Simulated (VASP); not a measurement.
# Ru (P6_3/mmc) in VASP: a series of runs

The runs below take Ru through relaxation of cell and atoms, relaxation of shape and atoms at fixed volume, with LDA.

Everything below comes from runs of VASP 6.6.1. Logs are shortened: lines on timing, memory, paths and dates and some standing lists are left out, and cuts for length are marked.

## 1. The cell of the first run

Symmetry: P6_3/mmc, No. 194, hexagonal system. Conventional cell: a = 2.676 Å, b = 2.676 Å, c = 4.226 Å, α = 90.00°, β = 90.00°, γ = 120.00°. Within 3.5 Å of Ru (site symmetry -6m2) lie 12 Ru at 2.62 to 2.68 Å.

## 2. Relaxation of cell and atoms, LDA, target pressure 5 GPa, at which the enthalpy is minimised

File INCAR:

```
SYSTEM = Ru
PREC = Accurate
ENCUT = 600
EDIFF = 1E-7
ISMEAR = -1
SIGMA = 0.15
LREAL = .False.
LASPH = .True.
NELM = 80
ALGO = Fast
ISIF = 3
LWAVE = .False.
LCHARG = .False.
GGA = CA
IBRION = 2
NSW = 80
EDIFFG = -0.001
PSTRESS = 50.0
```

File KPOINTS:

```
Automatic mesh
0
Gamma
  18 18 10
  0 0 0
```

File POSCAR:

```
Ru
1.0
    2.6758287781      0.0000000000      0.0000000000
   -1.3379143890      2.3173356980      0.0000000000
    0.0000000000      0.0000000000      4.2263838640
Ru
2
Direct
    0.3333333333      0.6666666667      0.2500000000
    0.6666666667      0.3333333333      0.7500000000
```

Potentials or basis: VASP PAW LDA potentials, release 64 (Ru_pv).

Run with:

```console
> cat potpaw_LDA.64/Ru_pv/POTCAR > POTCAR
> mpirun -np 1 vasp_std > vasp.out
```

OUTCAR:

```text
SYSTEM = Ru
   PREC = Accurate
   ENCUT = 600
   EDIFF = 1E-7
   ISMEAR = -1
   LREAL = .False.
   LASPH = .True.
   NELM = 80
   ISIF = 3
   GGA = CA
   IBRION = 2
   NSW = 80
   EDIFFG = -0.001
   PSTRESS = 50.0

 ion  position               nearest neighbor table
   1  0.333  0.667  0.250-   2 2.62   2 2.62   2 2.62   2 2.62   2 2.62   2 2.62
   2  0.667  0.333  0.750-   1 2.62   1 2.62   1 2.62   1 2.62   1 2.62   1 2.62

  LATTYP: Found a hexagonal cell.
 ALAT       =     2.6758287781
 C/A-ratio  =     1.5794672285

  Lattice vectors:

 A1 = (   2.6758287781,   0.0000000000,   0.0000000000)
 A2 = (  -1.3379143890,   2.3173356980,   0.0000000000)
 A3 = (   0.0000000000,   0.0000000000,   4.2263838640)

Analysis of symmetry for initial positions (statically):
=====================================================================
 Subroutine PRICEL returns:
 Original cell was already a primitive cell.

 Routine SETGRP: Setting up the symmetry group for a
 hexagonal supercell.

 Subroutine GETGRP returns: Found 24 space group operations
 (whereof 12 operations were pure point group operations)
 out of a pool of 24 trial point group operations.

The static configuration has the point symmetry D_3d.
 The point group associated with its full space group is D_6h.

Analysis of symmetry for dynamics (positions and initial velocities):
=====================================================================
 Subroutine PRICEL returns:
 Original cell was already a primitive cell.

 Routine SETGRP: Setting up the symmetry group for a
 hexagonal supercell.

 Subroutine GETGRP returns: Found 24 space group operations
 (whereof 12 operations were pure point group operations)
 out of a pool of 24 trial point group operations.

The dynamic configuration has the point symmetry D_3d.
 The point group associated with its full space group is D_6h.

 Subroutine INISYM returns: Found 24 space group operations
 (whereof 12 operations are pure point group operations),
 and found     1 'primitive' translations

----------------------------------------------------------------------------------------

                                     Primitive cell

  volume of cell :      26.2069

  direct lattice vectors                    reciprocal lattice vectors
     2.675828778  0.000000000  0.000000000     0.373715990  0.215765027  0.000000000
[... 92 lines left out ...]
   ISIF   =      3    stress and relaxation
   ISYM   =      2    0-nonsym 1-usesym 2-fastsym
   POTIM  = 0.5000    time-step for ionic-motion
   TEBEG  =    0.0;   TEEND  =   0.0 temperature during run
   PSTRESS=   50.0 pullay stress
   NELECT =      28.0000    total number of electrons
   NUPDOWN=      -1.0000    fix difference up-down
   EMIN   =  10.00;   EMAX   =-10.00  energy-range for DOS
   EFERMI =   0.00;   METHOD = LEGACY
   ISMEAR =    -1;   SIGMA  =   0.15  broadening in eV -4-tet -1-fermi 0-gaus
   EFERMI_NEDOS =   21; number of points for ismear=-14 and -15
   IALGO  =     68    algorithm
   IMIX   =      4    mixing-type and parameters
     AMIX     =   0.40;   BMIX     =  1.00
     AMIX_MAG =   1.60;   BMIX_MAG =  1.00
  volume/ion in A,a.u.               =      13.10        88.43
  Fermi-wavevector in a.u.,A,eV,Ry     =   1.673615  3.162673 38.109723  2.800986
  Thomas-Fermi vector in A             =   2.758555
   LORBIT       =      0    0 simple, 1 ext, 2 COOP (PROOUT), +10 PAW based schemes
   GGA     = CA    functional components
   LHFCALC =     F    Hartree Fock is set to
   AEXX    =    0.0000 exact exchange contribution
   IVDW    =     0    specifies the selected vdW correction
   LEPSILON=     F    determine dielectric tensor
   LRPA    =     F    only Hartree local field effects (RPA)
 conjugate gradient relaxation of ions
 non-spin polarized calculation
 RMM-DIIS sequential band-by-band and
  energy-cutoff  :      600.00
  volume of cell :       26.21
 maximum number of plane-waves:       899
 NGX is ok and might be reduce to    24
   NGX = 11   NGY = 11   NGZ = 17

--------------------------------------- Ionic step        1  -------------------------------------------

 number of electron      27.9999993 magnetization

 Free energy of the ion-electron system (eV)
  ---------------------------------------------------
  ext. energy  EPLUGINS =         0.00000000
  ---------------------------------------------------
  free energy    TOTEN  =       -21.44839227 eV

  energy without entropy =      -21.33119920  energy(sigma->0) =      -21.38979574

------------------------ aborting loop because EDIFF is reached ----------------------------------------

  FORCE on cell =-STRESS in cart. coord.  units (eV):
  Direction    XX          YY          ZZ          XY          YZ          ZX
  --------------------------------------------------------------------------------------
  -------------------------------------------------------------------------------------
  Total        0.1444205      0.1444205      0.1609690      0.0000000      0.0000000      0.0000000
  in kB        8.8292357      8.8292357      9.8409384      0.0000000      0.0000000      0.0000000
  external PRESSURE =     -40.8335301 kB  Pullay stress =      50.0000000 kB
[... 253 lines left out ...]
--------------------------------------- Ionic step        8  -------------------------------------------

 number of electron      27.9999993 magnetization

 Free energy of the ion-electron system (eV)
  ---------------------------------------------------
  ext. energy  EPLUGINS =         0.00000000
  ---------------------------------------------------
  free energy    TOTEN  =       -21.44326813 eV

  energy without entropy =      -21.32806451  energy(sigma->0) =      -21.38566632

 E-fermi :  13.5790     XC(G=0): -14.6651

 val. band max:       13.5786817211   @ k =   0.4444   0.1111   0.5000
 cond. band min:      13.5845042614   @ k =   0.0556   0.0000   0.1000
 fundamental gap:      0.0058225404
 Fermi energy:        13.5790466206

 k-point     1 :       0.0000    0.0000    0.0000
  band No.  band energies     occupation
      1     -30.0859      2.00000
      2     -28.9798      2.00000
      3     -28.9798      2.00000
      4     -28.7792      2.00000
      5     -28.7792      2.00000
      6     -28.7303      2.00000
[... 481 lines left out ...]
      5     -29.0743      2.00000
      6     -28.9824      2.00000
[... 10 lines left out ...]
     17      17.5751      0.00000
     18      21.3547      0.00000

 [... further k-points ...]

------------------------ aborting loop because EDIFF is reached ----------------------------------------

  FORCE on cell =-STRESS in cart. coord.  units (eV):
  Direction    XX          YY          ZZ          XY          YZ          ZX
  --------------------------------------------------------------------------------------
  -------------------------------------------------------------------------------------
  Total        0.8099923      0.8099923      0.8094985      0.0000000      0.0000000      0.0000000
  in kB       50.0494870     50.0494870     50.0189738      0.0000000      0.0000000      0.0000000
  external PRESSURE =       0.0393159 kB  Pullay stress =      50.0000000 kB
[... 21 lines left out ...]
  energy  without entropy=      -21.3280645084  energy(sigma->0) =      -21.38566632

  enthalpy is  TOTEN    =       -20.6340767073 eV   P V=        0.8091914259

 reached required accuracy - stopping structural energy minimisation
```

OSZICAR:

```text
N       E                     dE             d eps       ncg     rms          rms(c)
DAV:   1     0.306996476711E+03    0.30700E+03   -0.19465E+04  8016   0.193E+03
DAV:   2    -0.154991259923E+02   -0.32250E+03   -0.31647E+03  8438   0.527E+02
[... 73 lines left out ...]
DAV:   1    -0.214436693338E+02   -0.12029E-02   -0.89186E-03  8054   0.119E+00    0.180E-01
RMM:   2    -0.214432728841E+02    0.39645E-03   -0.10918E-03  7992   0.324E-01    0.300E-02
RMM:   3    -0.214432644653E+02    0.84189E-05   -0.13266E-04  7992   0.933E-02    0.192E-02
RMM:   4    -0.214432683046E+02   -0.38393E-05   -0.13643E-05  7992   0.367E-02    0.613E-03
RMM:   5    -0.214432681372E+02    0.16734E-06   -0.44530E-06  7994   0.214E-02    0.174E-03
RMM:   6    -0.214432681331E+02    0.40827E-08   -0.53249E-07  7178   0.829E-03
   8 F= -.20634077E+02 E0= -.20576475E+02  d E =-.392394E-05
```

Wall time 3.8 min (1 thread of Intel Xeon 6975P-C (Granite Rapids), shared host); peak memory 0.24 GiB.

What came out:

```yaml
Free_energy: -21.4433 eV
Relaxed_volume: 12.96 Å³/atom
Relaxed_cell: a = 2.666 Å, b = 2.666 Å, c = 4.213 Å, α = 90.00°, β = 90.00°, γ = 120.00°
Space_group_after_relaxing_to_0.1_Å: P6_3/mmc (No. 194)
Energy_change_on_relaxing_the_run_minimises_the_enthalpy: +2.6 meV/atom
Ionic_steps: 8
Pressure_after_relaxing: 5.0 GPa
Band_gap_on_the_k_mesh: zero (bands 14 and 15 overlap by 3.37 eV)
```

The path:
```
step  energy change (eV)  largest force (eV/Å)  pressure (GPa)  volume (Å³)
   1              0.0000                0.0000            0.92        26.21
   2              0.0826                0.0000           21.14        24.96
   3              0.0050                0.0000            5.00        25.93
   4              0.0048                0.0000            4.83        25.94
   5              0.0049                0.0000            4.88        25.94
   6              0.0049                0.0000            4.86        25.94
   7              0.0059                0.0000            5.34        25.90
   8              0.0051                0.0000            5.00        25.93
```

Final structure:
```cif
data_structure
_symmetry_space_group_name_H-M 'P 1'
_symmetry_Int_Tables_number 1
_cell_length_a 2.6657
_cell_length_b 2.6657
_cell_length_c 4.2133
_cell_angle_alpha 90.000
_cell_angle_beta 90.000
_cell_angle_gamma 120.000
_cell_volume 25.93
loop_
_atom_site_label
_atom_site_type_symbol
_atom_site_fract_x
_atom_site_fract_y
_atom_site_fract_z
_atom_site_occupancy
Ru1 Ru 0.33333 0.66667 0.25000 1
Ru2 Ru 0.66667 0.33333 0.75000 1
```

Levels at points of the mesh, in eV from the Fermi level:
```
           k point  band 12  band 13  band 14  band 15  band 16  band 17
(0.00, 0.00, 0.00)    -2.08    -2.08    -1.52    -1.52     1.27     1.27
(0.50, 0.00, 0.00)    -1.89    -1.63     1.54     2.00     2.09     4.33
(0.00, 0.00, 0.50)    -3.00    -2.88    -2.88     0.59     0.59     0.59
(0.50, 0.00, 0.50)    -1.16     0.47     0.47     1.82     1.82     3.57
```

Caveat: the cell is relaxed towards a set pressure, so the run minimises the enthalpy, not the energy.

## 3. Relaxation of shape and atoms at fixed volume, LDA (13.37 Å³/atom)

This run uses another cell than the first one, of 13.37 Å³/atom.

File INCAR:

```
PREC     = Accurate       # precision mode
ENCUT    = 600            # plane-wave cutoff, eV
EDIFF    = 1E-6           # SCF threshold, eV
ISMEAR   = -1             # smearing method
SIGMA    = 0.15           # smearing width, eV
LREAL    = F              # projectors in reciprocal space
LASPH    = T              # aspherical terms in the spheres
NELM     = 60             # most SCF steps
ALGO     = Fast           # electronic algorithm
ISIF     = 4              # what is computed and relaxed
LWAVE    = F              # write WAVECAR
LCHARG   = F              # write CHGCAR
IBRION   = 2              # ionic algorithm
NSW      = 80             # ionic steps
EDIFFG   = -0.001         # ionic threshold
```

File KPOINTS:

```
Automatic mesh
0
Gamma
  18 18 10
```

File POSCAR:

```
Ru
1.0
    2.6935500149      0.0000000000      0.0000000000
   -1.3467750074      2.3326827393      0.0000000000
    0.0000000000      0.0000000000      4.2543739769
Ru
2
Direct
    0.3333333333      0.6666666667      0.2500000000
    0.6666666667      0.3333333333      0.7500000000
```

Potentials or basis: VASP PAW LDA potentials, release 64 (Ru_pv).

Run with:

```console
> cat potpaw_LDA.64/Ru_pv/POTCAR > POTCAR
> mpirun -np 1 vasp_std > vasp.out
```

It took 2.4 min on 1 thread of Intel Xeon 6975P-C (Granite Rapids), shared host; peak memory 0.23 GiB.

Results (log left out):

| Item | Value |
| --- | --- |
| Free energy | -21.4405 eV |
| Energy gained by relaxing | 0.0 meV/atom |
| Ionic steps | 14 |
| Pressure after relaxing | -6.0 GPa |
| Band gap on the k mesh | zero (bands 14 and 15 overlap by 3.22 eV) |

Final structure:
```xyz
2
Lattice="2.6942 0.0000 0.0000 -1.3471 2.3333 0.0000 0.0000 0.0000 4.2522" Properties=species:S:1:pos:R:3 pbc="T T T"
Ru    0.0000    1.5555    1.0631
Ru    1.3471    0.7778    3.1892
```

Levels at points of the mesh, in eV from the Fermi level:
| k point | band 10 | band 11 | band 12 | band 13 | band 14 | band 15 | band 16 | band 17 | band 18 |
| --- | --- | --- | --- | --- | --- | --- | --- | --- | --- |
| (0.00, 0.00, 0.00) | -2.69 | -2.48 | -1.98 | -1.98 | -1.46 | -1.46 | 1.21 | 1.21 | 1.33 |
| (0.50, 0.00, 0.00) | -3.13 | -2.12 | -1.85 | -1.56 | 1.45 | 1.89 | 1.99 | 4.15 | 6.21 |
| (0.00, 0.00, 0.50) | -2.87 | -2.87 | -2.87 | -2.78 | -2.78 | 0.56 | 0.56 | 0.56 | 0.56 |
| (0.50, 0.00, 0.50) | -4.66 | -1.11 | -1.11 | 0.45 | 0.45 | 1.72 | 1.72 | 3.44 | 3.44 |

## 4. Relaxation of cell and atoms, LDA, target pressure 22 GPa, at which the enthalpy is minimised

This run uses another cell than the first one, of 12.74 Å³/atom.

File INCAR:

```
PREC = Accurate
ENCUT = 600
EDIFF = 1E-6
ISMEAR = -1
SIGMA = 0.15
LREAL = False
LASPH = True
NELM = 80
ALGO = Fast
ISIF = 3
LWAVE = False
LCHARG = False
GGA = CA
IBRION = 2
NSW = 80
EDIFFG = -0.001
PSTRESS = 220.0
```

File KPOINTS:

```
regular mesh
0
Gamma
  18 18 10
```

File POSCAR:

```
Ru
1.0
    2.6496082217      0.0000000000      0.0000000000
   -1.3248041108      2.2946280300      0.0000000000
    0.0000000000      0.0000000000      4.1901792921
Ru
2
Direct
    0.3333333333      0.6666666667      0.2500000000
    0.6666666667      0.3333333333      0.7500000000
```

Potentials or basis: VASP PAW LDA potentials, release 64 (Ru_pv).

Run with:

```console
> cat potpaw_LDA.64/Ru_pv/POTCAR > POTCAR
> mpirun -np 1 vasp_std > vasp.out
```

OUTCAR:

```text
PREC = Accurate
   ENCUT = 600
   EDIFF = 1E-6
   ISMEAR = -1
   LREAL = False
   LASPH = True
   NELM = 80
   ISIF = 3
   GGA = CA
   IBRION = 2
   NSW = 80
   EDIFFG = -0.001
   PSTRESS = 220.0

 ion  position               nearest neighbor table
   1  0.333  0.667  0.250-   2 2.59   2 2.59   2 2.59   2 2.59   2 2.59   2 2.59
   2  0.667  0.333  0.750-   1 2.59   1 2.59   1 2.59   1 2.59   1 2.59   1 2.59

  LATTYP: Found a hexagonal cell.
 ALAT       =     2.6496082217
 C/A-ratio  =     1.5814335334

  Lattice vectors:

 A1 = (   2.6496082217,   0.0000000000,   0.0000000000)
 A2 = (  -1.3248041108,   2.2946280300,   0.0000000000)
 A3 = (   0.0000000000,   0.0000000000,   4.1901792921)

[... 374 lines left out ...]
  ext. energy  EPLUGINS =         0.00000000
  ---------------------------------------------------
  free energy    TOTEN  =       -21.35907233 eV

  energy without entropy =      -21.25097900  energy(sigma->0) =      -21.30502567

 E-fermi :  14.3641     XC(G=0): -14.9139

 val. band max:       14.3399345253   @ k =   0.1667   0.1111   0.3000
 cond. band min:      14.3657112359   @ k =   0.2222   0.1111   0.1000
 fundamental gap:      0.0257767106
 Fermi energy:        14.3640997278

 k-point     1 :       0.0000    0.0000    0.0000
  band No.  band energies     occupation
      1     -29.4815      2.00000
      2     -28.2239      2.00000
      3     -28.2239      2.00000
      4     -27.9997      2.00000
      5     -27.9997      2.00000
      6     -27.9459      2.00000
[... 481 lines left out ...]
      5     -28.3339      2.00000
      6     -28.2325      2.00000
[... 10 lines left out ...]
     17      18.6032      0.00000
     18      22.5177      0.00000

 [... further k-points ...]

------------------------ aborting loop because EDIFF is reached ----------------------------------------

  FORCE on cell =-STRESS in cart. coord.  units (eV):
  Direction    XX          YY          ZZ          XY          YZ          ZX
  --------------------------------------------------------------------------------------
  -------------------------------------------------------------------------------------
  Total        3.4200009      3.4200009      3.4195987      0.0000000      0.0000000     -0.0000000
  in kB      219.9252878    219.9252878    219.8994240      0.0000000      0.0000000     -0.0000000
  external PRESSURE =      -0.0833335 kB  Pullay stress =     220.0000000 kB
[... 21 lines left out ...]
  energy  without entropy=      -21.2509790022  energy(sigma->0) =      -21.30502567

  enthalpy is  TOTEN    =       -17.9379096286 eV   P V=        3.4211627037

 reached required accuracy - stopping structural energy minimisation
```

OSZICAR:

```text
N       E                     dE             d eps       ncg     rms          rms(c)
DAV:   1     0.308738604573E+03    0.30874E+03   -0.19545E+04  8000   0.195E+03
DAV:   2    -0.153903711859E+02   -0.32413E+03   -0.31786E+03  8436   0.529E+02
DAV:   3    -0.227546683365E+02   -0.73643E+01   -0.71808E+01  8368   0.854E+01
DAV:   4    -0.228252906723E+02   -0.70622E-01   -0.70456E-01  9894   0.756E+00
[... 132 lines left out ...]
RMM:   2    -0.213590439363E+02   -0.68303E-09   -0.12741E-32    54   0.471E-04
  22 F= -.17937909E+02 E0= -.17883864E+02  d E =-.243886E-06
       N       E                     dE             d eps       ncg     rms          rms(c)
DAV:   1    -0.213590751153E+02   -0.31180E-04   -0.10538E-04  8092   0.907E-02    0.982E-03
RMM:   2    -0.213590728454E+02    0.22699E-05   -0.20338E-06  4425   0.134E-02    0.421E-03
RMM:   3    -0.213590723323E+02    0.51315E-06   -0.93052E-07  4132   0.772E-03
  23 F= -.17937910E+02 E0= -.17883863E+02  d E =-.356406E-06
```

CONTCAR:

```text
Ru
   1.00000000000000
     2.6290087402917957    0.0000000000070450   -0.0000000000000000
    -1.3145043700901857    2.2767883557760480   -0.0000000000000000
    -0.0000000000000000   -0.0000000000000000    4.1624299602777253
  Ru
     2
Direct
     0.3333333332999970    0.6666666667000030    0.2500000000000000
     0.6666666667000030    0.3333333332999970    0.7500000000000000

  0.00000000E+00  0.00000000E+00  0.00000000E+00
  0.00000000E+00  0.00000000E+00  0.00000000E+00
```

It took 10 min on 1 thread of AMD EPYC 9R45 (Zen 5), shared host; peak memory 0.2 GiB.

What came out:

```yaml
Free_energy: -21.3591 eV
Relaxed_volume: 12.46 Å³/atom
Relaxed_cell: a = 2.629 Å, b = 2.629 Å, c = 4.162 Å, α = 90.00°, β = 90.00°, γ = 120.00°
Space_group_after_relaxing_to_0.1_Å: P6_3/mmc (No. 194)
Energy_change_on_relaxing_the_run_minimises_the_enthalpy: +29.7 meV/atom
Ionic_steps: 23
Pressure_after_relaxing: 22.0 GPa
Band_gap_on_the_k_mesh: zero (bands 14 and 15 overlap by 3.59 eV)
```

The path:
```tsv
step	energy change (eV)	largest force (eV/Å)	pressure (GPa)	volume (Å³)
1	0.0000	0.0000	11.92	25.48
2	0.7359	0.0000	77.85	22.63
3	0.0567	0.0000	21.66	24.93
4	0.0589	0.0000	21.97	24.92
5	0.0604	0.0000	22.04	24.91
6	0.0606	0.0000	22.16	24.91
7	0.0605	0.0000	22.14	24.91
8	0.0563	0.0000	21.50	24.94
9	0.0593	0.0000	22.03	24.92
10	0.0592	0.0000	22.00	24.92
11	0.0592	0.0000	21.96	24.92
12	0.0592	0.0000	21.96	24.92
13	0.0602	0.0000	22.04	24.91
14	0.0598	0.0000	22.05	24.91
15	0.0595	0.0000	22.02	24.91
16	0.0595	0.0000	22.03	24.91
17	0.0594	0.0000	22.03	24.91
18	0.0593	0.0000	22.01	24.92
19	0.0593	0.0000	21.99	24.92
20	0.0594	0.0000	21.99	24.91
21	0.0594	0.0000	21.98	24.91
22	0.0594	0.0000	22.00	24.91
23	0.0593	0.0000	21.99	24.92
```

Final structure:
```yaml
crystal:
  lattice:
    - [2.62901, 0.00000, 0.00000]
    - [-1.31450, 2.27679, 0.00000]
    - [0.00000, 0.00000, 4.16243]
  atoms:
    - { symbol: Ru, position: [0.33333, 0.66667, 0.25000] }
    - { symbol: Ru, position: [0.66667, 0.33333, 0.75000] }
```

Levels at points of the mesh, in eV from the Fermi level:
```csv
k point,band 10,band 11,band 12,band 13,band 14,band 15,band 16,band 17,band 18
"(0.00, 0.00, 0.00)",-2.99,-2.79,-2.21,-2.21,-1.60,-1.60,1.34,1.34,1.40
"(0.50, 0.00, 0.00)",-3.46,-2.34,-1.94,-1.73,1.66,2.14,2.22,4.58,6.77
"(0.00, 0.00, 0.50)",-3.17,-3.17,-3.17,-3.02,-3.02,0.63,0.63,0.63,0.63
"(0.50, 0.00, 0.50)",-5.18,-1.23,-1.23,0.51,0.51,1.95,1.95,3.75,3.75
```

Caveat: the cell is relaxed towards a set pressure, so the run minimises the enthalpy, not the energy.

[end of part 1 of 2]
